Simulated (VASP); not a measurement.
## BP: single point with PBE

BP:

```xyz
2
Lattice="0.0000 2.2683 2.2683 2.2683 0.0000 2.2683 2.2683 2.2683 0.0000" Properties=species:S:1:pos:R:3 pbc="T T T"
B     0.0000    0.0000    0.0000
P     1.1342    1.1342    1.1342
```

* Program: VASP 6.6.1
* Task: single point
* Functional: PBE
* Potentials or basis: VASP PAW PBE potentials, release 64 (B, P)
* Cutoff: 520 eV
* k mesh: 6 × 6 × 6
* Occupations: tetrahedron
* Spin: no spin polarisation
* Dipole correction: no
* Further INCAR settings: ALGO = Normal; EDIFF = 1e-06; NBANDS = 11

```json
{
  "Pressure": "1.2 GPa",
  "Band gap on the k mesh": "1.33 eV, indirect (least direct gap 3.40 eV)"
}
```

Levels at points of the mesh, in eV from the valence-band top:
```
           k point  band 1  band 2  band 3  band 4  band 5  band 6  band 7  band 8  band 9
(0.00, 0.00, 0.00)  -15.47    0.00    0.00    0.00    3.40    3.40    3.40    7.39   11.52
(0.50, 0.00, 0.00)  -12.14   -9.04   -1.76   -1.76    3.79    4.71    4.71   10.13   14.63
(0.50, 0.50, 0.00)  -10.61   -8.59   -4.12   -4.12    1.33    1.66   12.13   12.13   15.24
```

It took 7.9 s on 1 thread of Intel Xeon 8259CL, with other jobs on the host, peak memory 0.13 GiB.

A k mesh can miss the band edges.
